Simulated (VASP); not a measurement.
# Al2P3 (P6/mmm) in VASP: notebook, part 2 of 2

VASP 6.6.1.

## 6. Relaxation of cell and atoms, PBE

This run uses another cell than the first one, of 24.04 Å³/atom, 1.220 times its volume.

INCAR

```
SYSTEM = Al2P3
  ALGO = Normal
  EDIFF = 1E-6
  EDIFFG = -0.01
  ENCUT = 600
  GGA = PE
  IBRION = 2
  ISIF = 3
  ISMEAR = 0
  LASPH = .True.
  LCHARG = .False.
  LREAL = .False.
  LWAVE = .False.
  NELM = 80
  NSW = 100
  PREC = Accurate
  SIGMA = 0.1
```

KPOINTS

```
k-points
0
Gamma
  12 12 6
  0 0 0
```

POSCAR

```
Al2P3
1.0
    4.5191803801      0.0000000000      0.0000000000
   -2.2595901900      3.9137250134      0.0000000000
    0.0000000000      0.0000000000      6.7973420193
Al P
2 3
Direct
    0.3333333333      0.6666666667      0.0000000000
    0.6666666667      0.3333333333      0.0000000000
    0.0000000000      0.0000000000      0.3494629990
    0.0000000000      0.0000000000      0.6505370010
    0.0000000000      0.0000000000      0.0000000000
```

Potentials or basis: VASP PAW PBE potentials, release 64 (Al, P).

Launch:

```
> cat potpaw_PBE.64/Al/POTCAR potpaw_PBE.64/P/POTCAR > POTCAR
> mpirun -np 1 vasp_std > vasp.out
```

OUTCAR:

```text
SYSTEM = Al2P3
   EDIFF = 1E-6
   EDIFFG = -0.01
   ENCUT = 600
   GGA = PE
   IBRION = 2
   ISIF = 3
   ISMEAR = 0
   LASPH = .True.
   LREAL = .False.
   NELM = 80
   NSW = 100
   PREC = Accurate

 ion  position               nearest neighbor table
   1  0.333  0.667  0.000-   2 2.61   5 2.61   2 2.61   5 2.61   5 2.61   2 2.61
   2  0.667  0.333  0.000-   1 2.61   5 2.61   1 2.61   5 2.61   5 2.61   1 2.61
   3  0.000  0.000  0.349-   4 2.05   5 2.38
   4  0.000  0.000  0.651-   3 2.05   5 2.38
   5  0.000  0.000  0.000-   3 2.38   4 2.38   1 2.61   2 2.61   1 2.61   2 2.61   2 2.61   1 2.61

  LATTYP: Found a hexagonal cell.
 ALAT       =     4.5191803801
 C/A-ratio  =     1.5041094729

  Lattice vectors:

 A1 = (   4.5191803801,   0.0000000000,   0.0000000000)
 A2 = (  -2.2595901900,   3.9137250134,   0.0000000000)
 A3 = (   0.0000000000,   0.0000000000,   6.7973420193)

Analysis of symmetry for initial positions (statically):
=====================================================================
 Subroutine PRICEL returns:
 Original cell was already a primitive cell.

 Routine SETGRP: Setting up the symmetry group for a
 hexagonal supercell.

 Subroutine GETGRP returns: Found 24 space group operations
 (whereof 24 operations were pure point group operations)
 out of a pool of 24 trial point group operations.

The static configuration has the point symmetry D_6h.

Analysis of symmetry for dynamics (positions and initial velocities):
=====================================================================
 Subroutine PRICEL returns:
 Original cell was already a primitive cell.

 Routine SETGRP: Setting up the symmetry group for a
 hexagonal supercell.

 Subroutine GETGRP returns: Found 24 space group operations
 (whereof 24 operations were pure point group operations)
 out of a pool of 24 trial point group operations.

The dynamic configuration has the point symmetry D_6h.

 Subroutine INISYM returns: Found 24 space group operations
 (whereof 24 operations are pure point group operations),
 and found     1 'primitive' translations

----------------------------------------------------------------------------------------

                                     Primitive cell

  volume of cell :     120.2234

  direct lattice vectors                    reciprocal lattice vectors
     4.519180380  0.000000000  0.000000000     0.221279063  0.127755527  0.000000000
    -2.259590190  3.913725013  0.000000000     0.000000000  0.255511053  0.000000000
     0.000000000  0.000000000  6.797342019     0.000000000  0.000000000  0.147116328

  length of vectors
     4.519180380  4.519180380  6.797342019     0.255511053  0.255511053  0.147116328

  position of ions in fractional coordinates (direct lattice)
     0.333333333  0.666666667  0.000000000
     0.666666667  0.333333333  0.000000000
     0.000000000  0.000000000  0.349462999
     0.000000000  0.000000000  0.650537001
     0.000000000  0.000000000  0.000000000

  ion indices of the primitive-cell ions
   primitive index   ion index
                 1           1
                 2           2
                 3           3
                 4           4
                 5           5

----------------------------------------------------------------------------------------

 KPOINTS: k-points

Automatic generation of k-mesh.
 Grid dimensions read from file:
[... 56 lines left out ...]
   PREC   = accura    normal or accurate (medium, high low for compatibility)
   ISTART =      0    job   : 0-new  1-cont  2-samecut
   ICHARG =      2    charge: 1-file 2-atom 10-const
   ISPIN  =      1    spin polarized calculation?
   LNONCOLLINEAR =      F non collinear calculations
   LSORBIT =      F    spin-orbit coupling
   LASPH  =      T    aspherical Exc in radial PAW
   ENCUT  =  600.0 eV  44.10 Ry    6.64 a.u.   9.03  9.03 13.58*2*pi/ulx,y,z
   NELM   =     80;   NELMIN=  2; NELMDL= -5     # of ELM steps
   EDIFF  = 0.1E-05   stopping-criterion for ELM
   LREAL  =      F    real-space projection
   EDIFFG = -.1E-01   stopping-criterion for IOM
   NSW    =    100    number of steps for IOM
   IBRION =      2    ionic relax: 0-MD 1-quasi-New 2-CG
   NFREE  =      1    steps in history (QN), initial steepest desc. (CG)
   ISIF   =      3    stress and relaxation
   ISYM   =      2    0-nonsym 1-usesym 2-fastsym
   POTIM  = 0.5000    time-step for ionic-motion
   TEBEG  =    0.0;   TEEND  =   0.0 temperature during run
   PSTRESS=    0.0 pullay stress
   NELECT =      21.0000    total number of electrons
   NUPDOWN=      -1.0000    fix difference up-down
   EMIN   =  10.00;   EMAX   =-10.00  energy-range for DOS
   EFERMI =   0.00;   METHOD = LEGACY
   ISMEAR =     0;   SIGMA  =   0.10  broadening in eV -4-tet -1-fermi 0-gaus
   EFERMI_NEDOS =   21; number of points for ismear=-14 and -15
   IALGO  =     38    algorithm
   IMIX   =      4    mixing-type and parameters
     AMIX     =   0.40;   BMIX     =  1.00
     AMIX_MAG =   1.60;   BMIX_MAG =  1.00
  volume/ion in A,a.u.               =      24.04       162.26
  Fermi-wavevector in a.u.,A,eV,Ry     =   0.915134  1.729353 11.394485  0.837471
  Thomas-Fermi vector in A             =   2.039841
   LORBIT       =      0    0 simple, 1 ext, 2 COOP (PROOUT), +10 PAW based schemes
   GGA     = PE    functional components
   LHFCALC =     F    Hartree Fock is set to
   AEXX    =    0.0000 exact exchange contribution
   IVDW    =     0    specifies the selected vdW correction
   LEPSILON=     F    determine dielectric tensor
   LRPA    =     F    only Hartree local field effects (RPA)
 conjugate gradient relaxation of ions
 non-spin polarized calculation
 Gauss-broadening in eV      SIGMA  =   0.10
  energy-cutoff  :      600.00
  volume of cell :      120.22
 maximum number of plane-waves:      4050
   NGX = 19   NGY = 19   NGZ = 27

--------------------------------------- Ionic step        1  -------------------------------------------

 number of electron      21.0000001 magnetization

 Free energy of the ion-electron system (eV)
  ---------------------------------------------------
  ext. energy  EPLUGINS =         0.00000000
  ---------------------------------------------------
  free energy    TOTEN  =       -20.13301490 eV

  energy without entropy =      -20.11651696  energy(sigma->0) =      -20.12476593

------------------------ aborting loop because EDIFF is reached ----------------------------------------

  FORCE on cell =-STRESS in cart. coord.  units (eV):
  Direction    XX          YY          ZZ          XY          YZ          ZX
  --------------------------------------------------------------------------------------
  -------------------------------------------------------------------------------------
  Total        1.1083747      1.1083747     -2.0533832      0.0000000     -0.0000000      0.0000000
  in kB       14.7709381     14.7709381    -27.3647502      0.0000000     -0.0000000      0.0000000
  external PRESSURE =       0.7257086 kB  Pullay stress =       0.0000000 kB
[... 221 lines left out ...]
--------------------------------------- Ionic step        7  -------------------------------------------

 number of electron      20.9999998 magnetization

 Free energy of the ion-electron system (eV)
  ---------------------------------------------------
  ext. energy  EPLUGINS =         0.00000000
  ---------------------------------------------------
  free energy    TOTEN  =       -20.17455498 eV

  energy without entropy =      -20.15787647  energy(sigma->0) =      -20.16621572

 E-fermi :   3.7306     XC(G=0):  -8.4778

 val. band max:        3.7287707590   @ k =   0.3333   0.0833   0.3333
 cond. band min:       3.7685098074   @ k =   0.2500   0.0000   0.0000
 fundamental gap:      0.0397390484
 Fermi energy:         3.7305564146

 k-point     1 :       0.0000    0.0000    0.0000
  band No.  band energies     occupation
      1      -9.7677      2.00000
      2      -7.1522      2.00000
      3      -5.7185      2.00000
      4      -0.4625      2.00000
      5      -0.4264      2.00000
      6      -0.4264      2.00000
      7       2.2955      2.00000
      8       2.7263      2.00000
      9       2.7263      2.00000
     10       2.8807      2.00000
     11       2.8807      2.00000
     12       3.0261      2.00000
     13       4.1609      0.00000
     14       4.1609      0.00000
[... 377 lines left out ...]
      1      -9.3813      2.00000
      2      -7.3645      2.00000
      3      -4.9313      2.00000
      4      -3.4215      2.00000
      5      -1.1313      2.00000
      6       0.3353      2.00000
      7       1.0412      2.00000
      8       1.2788      2.00000
      9       2.1445      2.00000
     10       2.7821      2.00000
     11       4.2416      0.00000
     12       4.4569      0.00000
     13       5.0249      0.00000
     14       5.5224      0.00000

 [... further k-points ...]
[... 5 lines left out ...]
  --------------------------------------------------------------------------------------
  -------------------------------------------------------------------------------------
  Total        0.0185861      0.0185861      0.0063616      0.0000000     -0.0000000      0.0000000
  in kB        0.2437854      0.2437854      0.0834426      0.0000000     -0.0000000      0.0000000
  external PRESSURE =       0.1903378 kB  Pullay stress =       0.0000000 kB
[... 20 lines left out ...]
  FREE ENERGIE OF THE ION-ELECTRON SYSTEM (eV)
  ---------------------------------------------------
  free  energy   TOTEN  =       -20.1745549773 eV

  energy  without entropy=      -20.1578764702  energy(sigma->0) =      -20.16621572

 reached required accuracy - stopping structural energy minimisation
```

OSZICAR:

```text
N       E                     dE             d eps       ncg     rms          rms(c)
DAV:   1     0.720733976052E+02    0.72073E+02   -0.84640E+03  2128   0.131E+03
DAV:   2    -0.145645359848E+02   -0.86638E+02   -0.84489E+02  2804   0.178E+02
DAV:   3    -0.203993417394E+02   -0.58348E+01   -0.57000E+01  2804   0.469E+01
DAV:   4    -0.205399247376E+02   -0.14058E+00   -0.14013E+00  2754   0.828E+00
[... 56 lines left out ...]
DAV:   1    -0.201746341737E+02   -0.12124E-03   -0.21129E-03  2290   0.284E-01    0.582E-02
DAV:   2    -0.201745646422E+02    0.69531E-04   -0.37456E-04  2524   0.119E-01    0.195E-02
DAV:   3    -0.201745574448E+02    0.71974E-05   -0.28905E-05  2518   0.367E-02    0.109E-02
DAV:   4    -0.201745550699E+02    0.23749E-05   -0.95097E-06  2518   0.180E-02    0.272E-03
DAV:   5    -0.201745549773E+02    0.92582E-07   -0.99615E-07  1250   0.715E-03
   7 F= -.20174555E+02 E0= -.20166216E+02  d E =-.797501E-04
```

It took 3.9 min on 1 thread of Intel Xeon 6975P-C (Granite Rapids), shared host; peak memory 0.34 GiB.

What came out:

* Free energy: -20.1746 eV
* Relaxed volume: 24.43 Å³/atom
* Relaxed cell: a = 4.597 Å, b = 4.597 Å, c = 6.674 Å, α = 90.00°, β = 90.00°, γ = 120.00°
* Space group after relaxing (to 0.05 Å): P6/mmm (No. 191)
* Energy gained by relaxing: 8.3 meV/atom
* Ionic steps: 7
* Pressure after relaxing: 0.0 GPa
* Largest force after relaxing: 0.004 eV/Å

Forces on the atoms (eV/Å):
```
Al   0.000  0.000  0.000
Al   0.000  0.000  0.000
P    0.000  0.000  0.004
P    0.000  0.000 -0.004
P    0.000  0.000  0.000
```

Step by step:
```csv
step,energy change (eV),largest force (eV/Å),pressure (GPa),volume (Å³)
1,0.0000,0.0851,0.07,120.22
2,-0.0283,0.5301,0.97,120.38
3,-0.0290,0.4710,0.84,120.36
4,-0.0404,0.1113,-0.13,122.60
5,-0.0415,0.0093,0.08,122.09
6,-0.0415,0.0125,-0.02,122.19
7,-0.0415,0.0041,0.02,122.15
```

Final structure:
```xyz
5
Lattice="4.5973 0.0000 0.0000 -2.2986 3.9814 0.0000 0.0000 0.0000 6.6736" Properties=species:S:1:pos:R:3 pbc="T T T"
Al    0.0000    2.6542    0.0000
Al    2.2986    1.3271    0.0000
P     0.0000    0.0000    2.3103
P     0.0000    0.0000    4.3633
P     0.0000    0.0000    6.6736
```

## 7. Summary

| task | cell | k mesh | cutoff (eV) | gap on the mesh (eV) | pressure (GPa) | relaxed volume (Å³/atom) | largest force (eV/Å) |
| --- | --- | --- | --- | --- | --- | --- | --- |
| single point | a = 4.054, b = 4.054, c = 6.923 Å, angles 90.0, 90.0, 120.0°, 5 atoms | 6 × 6 × 4 | 520 | none | 23.4 | - | 3.81 |
| single point | a = 4.519, b = 4.519, c = 6.797 Å, angles 90.0, 90.0, 120.0°, 5 atoms | 6 × 6 × 4 | 520 | none | 0.2 | - | 0.03 |
| relaxation of cell and atoms | relaxed from a = 4.054, b = 4.054, c = 6.923 Å, angles 90.0, 90.0, 120.0°, 5 atoms | 6 × 6 × 4 | 600 | none | 0.0 | 24.18 | 0.01 |
| single point | a = 4.599, b = 4.599, c = 6.679 Å, angles 90.0, 90.0, 120.0°, 5 atoms | 12 × 12 × 6 | 520 | none | -0.1 | - | 0.03 |
| relaxation of cell and atoms | relaxed from a = 4.519, b = 4.519, c = 6.797 Å, angles 90.0, 90.0, 120.0°, 5 atoms | 12 × 12 × 6 | 600 | none | 0.0 | 24.43 | - |

Alike in all rows: level PBE; potentials or basis VASP PAW PBE potentials, release 64 (Al, P); no spin polarisation; smearing gaussian 0.1 eV.

Caveats: this functional lacks dispersion, which binds the layers, so the pressure and a relaxed spacing across them are unreliable (some runs); forces of over 1 eV/Å act on the atoms, so gaps and moduli don't describe the material at rest (some runs); the volume moved by over 15 % at a fixed basis, so the end points are rough (some runs).

Absolute energies hang on the potentials; compare differences alone.
